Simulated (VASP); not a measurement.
Cu, 1 atom in the cell. It takes space group Fm-3m (No. 225, cubic). The conventional cell has a = 3.651 Å, b = 3.651 Å, c = 3.651 Å, α = 90.00°, β = 90.00°, γ = 90.00°. Within 3.4 Å of Cu (site symmetry m-3m) lie 12 Cu at 2.58 Å. 

- Program: VASP 6.6.1
- Task: single point
- Functional: LDA
- Potentials or basis: VASP PAW LDA potentials, release 64 (Cu)
- Cutoff: 520 eV
- k mesh: 12 × 12 × 12
- Occupations: fermi-dirac, width 0.06 eV
- Spin: no spin polarisation
- Dipole correction: no
- Further INCAR settings: ALGO = Normal; EDIFF = 1e-06; NBANDS = 12

Potentials or basis: VASP PAW LDA potentials, release 64 (Cu).

The run is started by

```console
$ cat potpaw_LDA.64/Cu/POTCAR > POTCAR
$ mpirun -np 1 vasp_std > vasp.out
```

Hardware: 1 thread of Intel(R) Xeon(R) Platinum 8259CL CPU @ 2.50GHz (Skylake/Cascade Lake), with other jobs on the host.

**Question.** Estimate the wall time of this run.

**Answer.** Wall time 9.2 s on 1 thread of Intel(R) Xeon(R) Platinum 8259CL CPU @ 2.50GHz (Skylake/Cascade Lake), on a shared host, peak memory 0.12 GiB. Counts: scf iterations 12, k points 72.
